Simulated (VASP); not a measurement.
# AlCu (Pm-3m) in VASP: a series of runs, part 2 of 2

VASP 6.6.1. The steps go on from the part before.

### 4 Relaxation of cell and atoms, r2SCAN

This run uses another cell than the first one, of 13.47 Å³/atom, 1.037 times its volume.

File POSCAR:

```
AlCu
1.0
    2.9975090000      0.0000000000      0.0000000000
    0.0000000000      2.9975090000      0.0000000000
    0.0000000000      0.0000000000      2.9975090000
Al Cu
1 1
Direct
    0.0000000000      0.0000000000      0.0000000000
    0.5000000000      0.5000000000      0.5000000000
```

File INCAR.step1:

```
SYSTEM = AlCu
PREC = Accurate
ENCUT = 660
ISMEAR = -1
SIGMA = 0.05
LREAL = .FALSE.
LASPH = .TRUE.
NELM = 120
GGA = PE
ALGO = Normal
EDIFF = 1E-5
LWAVE = .TRUE.
LCHARG = .FALSE.
GGA_COMPAT = .FALSE.
IBRION = 2
ISIF = 3
EDIFFG = -0.005
NELMIN = 4
NSW = 100
```

File INCAR.step2:

```
SYSTEM = AlCu
PREC = Accurate
ENCUT = 660
EDIFF = 1E-7
ISMEAR = -1
SIGMA = 0.05
LREAL = .FALSE.
LASPH = .TRUE.
NELM = 120
ALGO = Normal
ISIF = 3
LWAVE = .FALSE.
LCHARG = .FALSE.
METAGGA = R2SCAN
LMIXTAU = .TRUE.
IBRION = 2
NSW = 60
EDIFFG = -0.02
ISTART = 1
GGA_COMPAT = .FALSE.
NELMIN = 4
```

File KPOINTS:

```
regular mesh
0
G
  7 7 7
  0 0 0
```

Potentials or basis: VASP PAW PBE potentials, release 64 (Al, Cu).

The run is started by

```bash
cat potpaw_PBE.64/Al/POTCAR potpaw_PBE.64/Cu/POTCAR > POTCAR
cp INCAR.step1 INCAR
mpirun -np 1 vasp_std > vasp.out
cp INCAR.step2 INCAR
mpirun -np 1 vasp_std > vasp.out
```

OUTCAR:

```text
SYSTEM = AlCu
   PREC = Accurate
   ENCUT = 660
   EDIFF = 1E-7
   ISMEAR = -1
   LREAL = .FALSE.
   LASPH = .TRUE.
   NELM = 120
   ISIF = 3
   METAGGA = R2SCAN
   IBRION = 2
   NSW = 60
   EDIFFG = -0.02
   ISTART = 1
   NELMIN = 4

 ion  position               nearest neighbor table
   1  0.000  0.000  0.000-   2 2.60   2 2.60   2 2.60   2 2.60   2 2.60   2 2.60   2 2.60   2 2.60

   2  0.500  0.500  0.500-   1 2.60   1 2.60   1 2.60   1 2.60   1 2.60   1 2.60   1 2.60   1 2.60

  LATTYP: Found a simple cubic cell.
 ALAT       =     2.9975090000

  Lattice vectors:

 A1 = (   2.9975090000,   0.0000000000,   0.0000000000)
 A2 = (   0.0000000000,   2.9975090000,   0.0000000000)
 A3 = (   0.0000000000,   0.0000000000,   2.9975090000)

Analysis of symmetry for initial positions (statically):
=====================================================================
 Subroutine PRICEL returns:
 Original cell was already a primitive cell.

 Routine SETGRP: Setting up the symmetry group for a
 simple cubic supercell.

 Subroutine GETGRP returns: Found 48 space group operations
 (whereof 48 operations were pure point group operations)
 out of a pool of 48 trial point group operations.

The static configuration has the point symmetry O_h .

Analysis of symmetry for dynamics (positions and initial velocities):
=====================================================================
 Subroutine PRICEL returns:
 Original cell was already a primitive cell.

 Routine SETGRP: Setting up the symmetry group for a
 simple cubic supercell.

 Subroutine GETGRP returns: Found 48 space group operations
 (whereof 48 operations were pure point group operations)
 out of a pool of 48 trial point group operations.

The dynamic configuration has the point symmetry O_h .

 Subroutine INISYM returns: Found 48 space group operations
 (whereof 48 operations are pure point group operations),
 and found     1 'primitive' translations

----------------------------------------------------------------------------------------

                                     Primitive cell

  volume of cell :      26.9328

  direct lattice vectors                    reciprocal lattice vectors
     2.997509000  0.000000000  0.000000000     0.333610341  0.000000000  0.000000000
     0.000000000  2.997509000  0.000000000     0.000000000  0.333610341  0.000000000
     0.000000000  0.000000000  2.997509000     0.000000000  0.000000000  0.333610341

  length of vectors
     2.997509000  2.997509000  2.997509000     0.333610341  0.333610341  0.333610341

  position of ions in fractional coordinates (direct lattice)
     0.000000000  0.000000000  0.000000000
     0.500000000  0.500000000  0.500000000

  ion indices of the primitive-cell ions
   primitive index   ion index
                 1           1
                 2           2

----------------------------------------------------------------------------------------

 KPOINTS: regular mesh

Automatic generation of k-mesh.
 Grid dimensions read from file:
 generate k-points for:    7    7    7

 Generating k-lattice:

  Cartesian coordinates                     Fractional coordinates (reciprocal lattice)
     0.047658620  0.000000000  0.000000000     0.142857143  0.000000000  0.000000000
     0.000000000  0.047658620  0.000000000     0.000000000  0.142857143  0.000000000
     0.000000000  0.000000000  0.047658620     0.000000000  0.000000000  0.142857143

  Length of vectors
     0.047658620  0.047658620  0.047658620

  Shift w.r.t. Gamma in fractional coordinates (k-lattice)
     0.000000000  0.000000000  0.000000000

 Subroutine IBZKPT returns following result:
 ===========================================

 Found     20 irreducible k-points:

 Following reciprocal coordinates:
            Coordinates               Weight
  0.000000  0.000000  0.000000      1.000000
  0.142857  0.000000  0.000000      6.000000
  0.285714  0.000000  0.000000      6.000000
  0.428571  0.000000  0.000000      6.000000
  0.142857  0.142857  0.000000     12.000000
  0.285714  0.142857  0.000000     24.000000
[... 12 lines left out ...]
  0.428571  0.428571  0.285714     24.000000
  0.428571  0.428571  0.428571      8.000000
   k-points           NKPTS =     20   k-points in BZ     NKDIM =     20   number of bands    NBANDS=     11
   number of dos      NEDOS =    301   number of ions     NIONS =      2
   total plane-waves  NPLWV =  21952
   dimension x,y,z NGX =    28 NGY =   28 NGZ =   28
   dimension x,y,z NGXF=    56 NGYF=   56 NGZF=   56
   ions per type =               1   1
   NGX,Y,Z   is equivalent  to a cutoff of  15.53, 15.53, 15.53 a.u.
   NGXF,Y,Z  is equivalent  to a cutoff of  31.06, 31.06, 31.06 a.u.
 SYSTEM =  AlCu
   PREC   = accura    normal or accurate (medium, high low for compatibility)
   ISTART =      1    job   : 0-new  1-cont  2-samecut
   ICHARG =      0    charge: 1-file 2-atom 10-const
   ISPIN  =      1    spin polarized calculation?
   LNONCOLLINEAR =      F non collinear calculations
   LSORBIT =      F    spin-orbit coupling
   LASPH  =      T    aspherical Exc in radial PAW
   ENCUT  =  660.0 eV  48.51 Ry    6.96 a.u.   6.28  6.28  6.28*2*pi/ulx,y,z
   NELM   =    120;   NELMIN=  4; NELMDL=  0     # of ELM steps
   EDIFF  = 0.1E-06   stopping-criterion for ELM
   LREAL  =      F    real-space projection
   EDIFFG = -.2E-01   stopping-criterion for IOM
   NSW    =     60    number of steps for IOM
   IBRION =      2    ionic relax: 0-MD 1-quasi-New 2-CG
   NFREE  =      1    steps in history (QN), initial steepest desc. (CG)
   ISIF   =      3    stress and relaxation
   ISYM   =      2    0-nonsym 1-usesym 2-fastsym
   POTIM  = 0.5000    time-step for ionic-motion
   TEBEG  =    0.0;   TEEND  =   0.0 temperature during run
   PSTRESS=    0.0 pullay stress
   NELECT =      14.0000    total number of electrons
   NUPDOWN=      -1.0000    fix difference up-down
   EMIN   =  10.00;   EMAX   =-10.00  energy-range for DOS
   EFERMI =   0.00;   METHOD = LEGACY
   ISMEAR =    -1;   SIGMA  =   0.05  broadening in eV -4-tet -1-fermi 0-gaus
   EFERMI_NEDOS =   21; number of points for ismear=-14 and -15
   IALGO  =     38    algorithm
   IMIX   =      4    mixing-type and parameters
     AMIX     =   0.40;   BMIX     =  1.00
     AMIX_MAG =   1.60;   BMIX_MAG =  1.00
  volume/ion in A,a.u.               =      13.47        90.88
  Fermi-wavevector in a.u.,A,eV,Ry     =   1.316306  2.487459 23.574307  1.732663
  Thomas-Fermi vector in A             =   2.446428
   LORBIT       =      0    0 simple, 1 ext, 2 COOP (PROOUT), +10 PAW based schemes
   METAGGA = R2SCAN    functional components
   LHFCALC =     F    Hartree Fock is set to
   AEXX    =    0.0000 exact exchange contribution
   IVDW    =     0    specifies the selected vdW correction
   LEPSILON=     F    determine dielectric tensor
   LRPA    =     F    only Hartree local field effects (RPA)
 conjugate gradient relaxation of ions
 non-spin polarized calculation
  energy-cutoff  :      660.00
  volume of cell :       26.93
 maximum number of plane-waves:      1050
 NGX is ok and might be reduce to    28
   NGX = 13   NGY = 13   NGZ = 13

--------------------------------------- Ionic step        1  -------------------------------------------

 number of electron      13.9999992 magnetization

 Free energy of the ion-electron system (eV)
  ---------------------------------------------------
  ext. energy  EPLUGINS =         0.00000000
  ---------------------------------------------------
  free energy    TOTEN  =       -17.91430938 eV

  energy without entropy =      -17.90871137  energy(sigma->0) =      -17.91151037

------------------------ aborting loop because EDIFF is reached ----------------------------------------

  FORCE on cell =-STRESS in cart. coord.  units (eV):
  Direction    XX          YY          ZZ          XY          YZ          ZX
  --------------------------------------------------------------------------------------
  -------------------------------------------------------------------------------------
  Total       -0.7520382     -0.7520382     -0.7520382     -0.0000000      0.0000000      0.0000000
  in kB      -44.7372199    -44.7372199    -44.7372199     -0.0000000      0.0000000      0.0000000
  external PRESSURE =     -44.7372199 kB  Pullay stress =       0.0000000 kB
[... 57 lines left out ...]
  energy  without entropy=      -17.9202397859  energy(sigma->0) =      -17.92271565

--------------------------------------- Ionic step        3  -------------------------------------------

 number of electron      13.9999994 magnetization

 Free energy of the ion-electron system (eV)
  ---------------------------------------------------
  ext. energy  EPLUGINS =         0.00000000
  ---------------------------------------------------
  free energy    TOTEN  =       -17.92856471 eV

  energy without entropy =      -17.92347019  energy(sigma->0) =      -17.92601745

 E-fermi :   9.5946     XC(G=0): -12.6152

 val. band max:        9.2466410229   @ k =   0.4286   0.4286   0.1429
 cond. band min:       9.6290340504   @ k =   0.2857   0.2857   0.2857
 fundamental gap:      0.3823930274
 Fermi energy:         9.5946332410

 k-point     1 :       0.0000    0.0000    0.0000
  band No.  band energies     occupation
      1      -2.9436      2.00000
      2       4.1840      2.00000
      3       4.1840      2.00000
      4       5.3497      2.00000
      5       5.3497      2.00000
      6       5.3497      2.00000
      7      13.6900      0.00000
      8      13.6900      0.00000
      9      13.6900      0.00000
     10      16.0113      0.00000
     11      16.0113      0.00000
[... 293 lines left out ...]
  FREE ENERGIE OF THE ION-ELECTRON SYSTEM (eV)
  ---------------------------------------------------
  free  energy   TOTEN  =       -17.9285647112 eV

  energy  without entropy=      -17.9234701919  energy(sigma->0) =      -17.92601745

 reached required accuracy - stopping structural energy minimisation
```

Run time: 3.8 min. Hardware: 1 thread of AMD EPYC 7R13, shared host; peak memory 0.15 GiB.

Results:

```
Free energy                            : -17.9286 eV
Relaxed volume                         : 12.97 Å³/atom
Relaxed cell                           : a = 2.961 Å, b = 2.961 Å, c = 2.961 Å, α = 90.00°, β = 90.00°, γ = 90.00°
Space group after relaxing (to 0.05 Å) : Pm-3m (No. 221)
Energy gained by relaxing              : 7.1 meV/atom
Ionic steps                            : 3
Pressure after relaxing                : 0.0 GPa
Band gap on the k mesh                 : zero (band 7 reaches 13.69 eV, above the bottom of band 8 at 9.08 eV)
```

The path:
```
step  energy change (eV)  largest force (eV/Å)  pressure (GPa)  volume (Å³)
   1              0.0000                0.0000           -4.47        26.93
   2             -0.0109                0.0000            2.43        25.49
   3             -0.0143                0.0000            0.01        25.95
```

Final structure:
```
Al Cu
1.0
     2.96052    0.00000    0.00000
     0.00000    2.96052    0.00000
     0.00000    0.00000    2.96052
Al Cu
1 1
Direct
  0.00000 0.00000 0.00000
  0.50000 0.50000 0.50000
```

Caveat: the PAW data sets were made with another functional, which shifts forces and pressure a little.

### 5 The runs side by side

```tsv
task	level	potentials or basis	cell	k mesh	cutoff (eV)	gap on the mesh (eV)	pressure (GPa)
single point	r2SCAN	VASP PAW PBE potentials, release 64 (Al, Cu)	a = 2.961 Å, 2 atoms	7 × 7 × 7	660	none	0.0
single point	LDA	VASP PAW LDA potentials, release 64 (Al, Cu)	a = 2.961 Å, 2 atoms	10 × 10 × 10	600	none	-3.2
relaxation of cell and atoms	r2SCAN	VASP PAW PBE potentials, release 64 (Al, Cu)	relaxed from a = 2.998 Å, 2 atoms	7 × 7 × 7	660	none	0.0
```

Alike in all rows: no spin polarisation; smearing fermi-dirac 0.05 eV.

Caveats: the PAW data sets were made with another functional, which shifts forces and pressure a little (some runs).

Total energies depend on the potentials used, so only differences within one code and one set of settings carry meaning.
